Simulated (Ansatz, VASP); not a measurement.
**Ba2Re: VASP beside Ansatz**

```
CELL_PARAMETERS angstrom
6.35359 0.00000 0.00000
0.00000 6.35359 0.00000
0.00000 0.00000 6.35359
ATOMIC_POSITIONS crystal
Ba 0.25000 0.25000 0.25000
Ba 0.25000 0.75000 0.75000
Ba 0.75000 0.75000 0.25000
Ba 0.75000 0.25000 0.75000
Re 0.00000 0.00000 0.00000
Re 0.50000 0.50000 0.50000
```

Alike in both runs: functional PBE; k mesh 4 × 4 × 4; occupations gaussian, width 0.1 eV; no spin polarisation.

Ansatz relaxed the structure, and its values are those at the end. VASP's run is a single point on that final structure, the one shown.

|  | VASP | Ansatz |
| --- | --- | --- |
| version | VASP 6.6.1 | Ansatz 0.2.0 |
| potentials or method | VASP PAW PBE potentials, release 64 (Ba_sv, Re), cutoff 520 eV | scalar-relativistic, plane waves, PAW |
| valence electrons in the cell | 54 | 70 |

VASP gave:

```
gap on the k mesh at the Fermi level (eV) : none
pressure (GPa)                            : 1.8
```

**Question.** Which values does Ansatz return?

**Answer.** gap on the k mesh at the Fermi level (eV): none; pressure (GPa): 0.1.

A gap of «none» marks a metal or a gap that the smearing closes. The functional is the same, so the differences come from potentials, cutoffs and numerics. VASP's potentials hold 54 valence electrons a cell and Ansatz's 70, so a difference there can come from the potentials and not from the codes.

Neither program's run includes spin-orbit coupling.
